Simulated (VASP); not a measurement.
The system is Pt.

```
Pt
1.0
     0.00000    1.96000    1.96000
     1.96000    0.00000    1.96000
     1.96000    1.96000    0.00000
Pt
1
Direct
  0.00000 0.00000 0.00000
```

Base run:

| Property | Result |
| --- | --- |
| Program | VASP 6.6.1 |
| Functional | PBE |
| Potentials or basis | VASP PAW PBE potentials, release 64 (Pt) |
| Cutoff | 500 eV |
| k mesh | 13 × 13 × 13 |
| Occupations | fermi-dirac, width 0.05 eV |
| Spin | no spin polarisation |

Its results: band gap on the k mesh zero (band 5 reaches 11.71 eV, above the bottom of band 6 at 9.54 eV); pressure 9.9 GPa.

The run is repeated on the same cell with these changes: functional from PBE to LDA; potentials or basis from VASP PAW PBE potentials, release 64 (Pt) to VASP PAW LDA potentials, release 64 (Pt). What comes out?

Band gap on the k mesh zero (band 5 reaches 11.58 eV, above the bottom of band 6 at 9.42 eV); pressure -5.2 GPa.

Caveats: spin-orbit coupling is left out, which moves the levels of the heavy elements.
